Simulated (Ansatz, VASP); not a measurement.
## One calculation of KBr, two programs

The input INCAR:

```
SYSTEM = KBr
PREC = Accurate ; ENCUT = 500
EDIFF = 1E-6 ; ISMEAR = -1
SIGMA = 0.05 ; LREAL = .FALSE.
LASPH = .TRUE. ; NELM = 120
ALGO = Normal ; ISIF = 2
LWAVE = .FALSE. ; LCHARG = .FALSE.
GGA = PS ; NBANDS = 15
GGA_COMPAT = .FALSE.
```

Contents of KPOINTS:

```
Automatic mesh
0
G
  4 4 4
  0 0 0
```

Contents of POSCAR:

```
KBr
1.0
    0.0000000000      3.3024386828      3.3024386828
    3.3024386828      0.0000000000      3.3024386828
    3.3024386828      3.3024386828      0.0000000000
K Br
1 1
Direct
    0.0000000000      0.0000000000      0.0000000000
    0.5000000000      0.5000000000      0.5000000000
```

Input for Ansatz:

```yaml
crystal:
  lattice:
    - [0.0, 3.3024386828, 3.3024386828]
    - [3.3024386828, 0.0, 3.3024386828]
    - [3.3024386828, 3.3024386828, 0.0]
  atoms:
    - { symbol: K, position: [0.0, 0.0, 0.0] }
    - { symbol: Br, position: [0.5, 0.5, 0.5] }
kpoints:
  mp_grid: { grid: [4, 4, 4] }
hamiltonian:
  xc: pbesol
scf:
  occupations: { method: fermi_dirac, width: 0.05 }
  n_extra_bands: 4
output:
  forces: true
  stress: true
  eigenvalues: true
```

Alike in both runs: task single point; functional PBEsol; k mesh 4 × 4 × 4; occupations fermi-dirac, width 0.05 eV; no spin polarisation.

```csv
,VASP,Ansatz
version,VASP 6.6.1,Ansatz 0.2.0
potentials or method,"VASP PAW PBE potentials, release 64 (K_sv, Br)",plane waves
plane-wave cutoff (eV),500,420
valence electrons in the cell,16,16
```

Ansatz gave:

```
gap on the k mesh at the Fermi level (eV) : 4.28
pressure (GPa)                            : -0.4
```

**Question.** Which values does VASP return?

**Answer.** gap on the k mesh at the Fermi level (eV): 4.27; pressure (GPa): -0.3.

VASP's potentials were made for PBE, not for PBEsol.
